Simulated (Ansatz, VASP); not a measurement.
# AlRu: VASP beside Ansatz

```xyz
2
Lattice="2.9763 0.0000 0.0000 0.0000 2.9763 0.0000 0.0000 0.0000 2.9763" Properties=species:S:1:pos:R:3 pbc="T T T"
Al    0.0000    0.0000    0.0000
Ru    1.4882    1.4882    1.4882
```

Alike in both runs: task single point; functional PBEsol; k mesh 18 × 18 × 18; occupations gaussian, width 0.1 eV; no spin polarisation.

|  | VASP | Ansatz |
| --- | --- | --- |
| version | VASP 6.6.1 | Ansatz 0.2.0 |
| potentials or method | VASP PAW PBE potentials, release 64 (Al, Ru_pv), cutoff 520 eV | scalar-relativistic, plane waves, PAW |
| valence electrons in the cell | 17 | 19 |

```csv
,VASP,Ansatz,Ansatz less VASP
gap on the k mesh at the Fermi level (eV),none,none,-
pressure (GPa),0.0,-0.1,-0.04
```

VASP's potentials were made for PBE, not for PBEsol. A gap of «none» marks a metal or a gap that the smearing closes. VASP's potentials hold 17 valence electrons a cell and Ansatz's 19, so a difference there can come from the potentials and not from the codes.
